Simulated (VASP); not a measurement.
Crystal: BeTe.

```
Be Te
1.0
     0.00000    2.82862    2.82862
     2.94233    0.00000    2.82862
     2.94233    2.82862    0.00000
Be Te
1 1
Direct
  0.00000 0.00000 0.00000
  0.25000 0.25000 0.25000
```

This cell differs from its parent crystal: uniaxial x strain +4.0%.

Base run:

```yaml
Program: VASP 6.6.1
Functional: HSE06
Potentials_or_basis: VASP PAW PBE potentials, release 64 (Be, Te)
Cutoff: 520 eV
k_mesh: 6 × 6 × 6
Occupations: gaussian, width 0.01 eV
Spin: no spin polarisation
```

Its results: band gap on the k mesh 2.61 eV, indirect (least direct gap 4.12 eV); pressure -3.0 GPa.

Question: The run is repeated on the same cell with these changes: functional from HSE06 to r2SCAN; k mesh from 6 × 6 × 6 to 8 × 8 × 8. What comes out?

Answer: Band gap on the k mesh 2.30 eV, indirect (least direct gap 3.98 eV); pressure -2.0 GPa.

Several settings changed at once, so the effect can't be laid on one alone.

Caveats: the PAW data sets were made with another functional, which shifts forces and pressure a little; spin-orbit coupling is left out, which moves the levels of the heavy elements.

A k mesh can miss the band edges.
